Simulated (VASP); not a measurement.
Write the native input for VASP 6.6.1 that does the following.

| Quantity | Value |
| --- | --- |
| Task | single point |
| Functional | PBE |
| Potentials or basis | VASP PAW PBE potentials, release 64 (Ag) |
| Cutoff | 520 eV |
| k mesh | 14 × 14 × 14 |
| Occupations | fermi-dirac, width 0.136057 eV |
| Spin | no spin polarisation |
| Dipole correction | no |
| Further INCAR settings | ALGO = Normal; EDIFF = 1e-06; NBANDS = 12 |

The structure of Ag lies in POSCAR:

```
Ag
1.0
    0.0000000000      2.0752963239      2.0752963239
    2.0752963239      0.0000000000      2.0752963239
    2.0752963239      2.0752963239      0.0000000000
Ag
1
Direct
    0.0000000000      0.0000000000      0.0000000000
```

One way to write it, as run:

INCAR

```
SYSTEM = Ag
PREC = Accurate
ENCUT = 520
EDIFF = 1E-6
ISMEAR = -1
SIGMA = 0.13605693000000002
LREAL = .FALSE.
LASPH = .TRUE.
NELM = 80
ALGO = Normal
ISIF = 2
LWAVE = .FALSE.
LCHARG = .FALSE.
GGA = PE
NBANDS = 12
```

KPOINTS

```
Automatic mesh
0
G
  14 14 14
  0 0 0
```

Potentials or basis: VASP PAW PBE potentials, release 64 (Ag).

Command:

```console
$ cat potpaw_PBE.64/Ag/POTCAR > POTCAR
$ mpirun -np 1 vasp_std > vasp.out
```

Results of the run:

| Property | Result |
| --- | --- |
| Pressure | -0.2 GPa |

Run time: 15 s on 1 thread of Intel(R) Xeon(R) Platinum 8488C (Sapphire Rapids) (shared host), peak memory 0.15 GiB.
